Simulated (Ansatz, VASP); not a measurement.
**One calculation of Sb, two programs**

INCAR

```
ALGO     = Normal         # electronic algorithm
EDIFF    = 1E-6           # SCF threshold, eV
ENCUT    = 520            # plane-wave cutoff, eV
GGA      = PE             # functional
ISIF     = 2              # what is computed and relaxed
ISMEAR   = 0              # smearing method
IVDW     = 12             # dispersion correction
LASPH    = T              # aspherical terms in the spheres
LCHARG   = T              # write CHGCAR
LELF     = T              # ELF
LREAL    = F              # projectors in reciprocal space
LVHAR    = T            
LWAVE    = F              # write WAVECAR
NBANDS   = 12             # bands
NELM     = 80             # most SCF steps
PREC     = Accurate       # precision mode
SIGMA    = 0.15           # smearing width, eV
```

The input KPOINTS:

```
k-points
0
Gamma
  18 18 10
```

The input POSCAR:

```
Sb
1.0
    3.2679301741      0.0000000000      0.0000000000
   -1.6339650871      2.8301105486      0.0000000000
    0.0000000000      0.0000000000      5.1701000000
Sb
2
Direct
    0.3333333333      0.6666666667      0.2500000000
    0.6666666667      0.3333333333      0.7500000000
```

Input for Ansatz:

```yaml
crystal:
  lattice:
    - [3.2679301741, 0.0, 0.0]
    - [-1.6339650871, 2.8301105486, 0.0]
    - [0.0, 0.0, 5.1701]
  atoms:
    - { symbol: Sb, position: [0.3333333333, 0.6666666667, 0.25] }
    - { symbol: Sb, position: [0.6666666667, 0.3333333333, 0.75] }
basis:
  ecutwfc: 420
kpoints:
  mp_grid: { grid: [18, 18, 10] }
hamiltonian:
  xc: pbe
  dispersion: d3bj
scf:
  occupations: { method: gaussian, width: 0.15 }
output:
  forces: true
  stress: true
  eigenvalues: true
```

Change from the starting cell: strain -0.030 along x and y, -0.030 along z, atoms carried along.

Alike in both runs: task single point; functional PBE; dispersion D3(BJ); k mesh 18 × 18 × 10; occupations gaussian, width 0.15 eV; no spin polarisation.

|  | VASP | Ansatz |
| --- | --- | --- |
| version | VASP 6.6.1 | Ansatz 0.2.0 |
| potentials or method | VASP PAW PBE potentials, release 64 (Sb), cutoff 520 eV | scalar-relativistic, plane waves, PAW |
| valence electrons in the cell | 10 | 30 |

```csv
,VASP,Ansatz,Ansatz less VASP
gap on the k mesh at the Fermi level (eV),none,none,-
pressure (GPa),7.1,7.2,+0.11
"traceless stress, the component that is largest in VASP (GPa)",1.65,1.65,0.000
```

A gap of «none» marks a metal or a gap that the smearing closes. VASP's potentials hold 10 valence electrons a cell and Ansatz's 30, so a difference there can come from the potentials and not from the codes.

Neither program's run includes spin-orbit coupling.
